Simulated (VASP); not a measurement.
Set up this calculation in VASP 6.6.1, as the native input.

```yaml
Task: single point
Functional: PBE
Potentials_or_basis: VASP PAW PBE potentials, release 64 (Be)
Cutoff: 520 eV
k_mesh: 19 × 19 × 11
Occupations: fermi-dirac, width 0.08 eV
Spin: no spin polarisation
Dipole_correction: no
Further_INCAR_settings: ALGO = Normal; EDIFF = 1e-06; NBANDS = 9
```

The structure of Be lies in POSCAR:

```
Be
1.0
    1.8976415267      0.0000000000      0.0000000000
   -0.9488207633      1.6434057694      0.0000000000
    0.0000000000      0.0000000000      3.0412248606
Be
2
Direct
    0.3333333333      0.6666666667      0.2500000000
    0.6666666667      0.3333333333      0.7500000000
```

This cell differs from its parent crystal: volume scaled by 0.6.

These files were run (other wordings do the same):

INCAR

```
PREC     = Accurate       # precision mode
ENCUT    = 520            # plane-wave cutoff, eV
EDIFF    = 1E-6           # SCF threshold, eV
ISMEAR   = -1             # smearing method
SIGMA    = 0.08           # smearing width, eV
LREAL    = False          # projectors in reciprocal space
LASPH    = True           # aspherical terms in the spheres
NELM     = 100            # most SCF steps
ALGO     = Normal         # electronic algorithm
ISIF     = 2              # what is computed and relaxed
LWAVE    = False          # write WAVECAR
LCHARG   = False          # write CHGCAR
GGA      = PE             # functional
NBANDS   = 9              # bands
```

KPOINTS

```
Automatic mesh
0
Gamma
  19 19 11
```

Potentials or basis: VASP PAW PBE potentials, release 64 (Be).

Launch:

```sh
$ cat potpaw_PBE.64/Be/POTCAR > POTCAR
$ mpirun -np 1 vasp_std > vasp.out
```

Results of the run:

| Item | Value |
| --- | --- |
| Pressure | 146.7 GPa |
| Band gap on the k mesh | zero (band 2 reaches 12.98 eV, above the bottom of band 3 at 11.12 eV) |

Wall time 4.7 s on 1 thread of Intel(R) Xeon(R) 6975P-C (Granite Rapids), with other jobs on the host, peak memory 0.12 GiB.
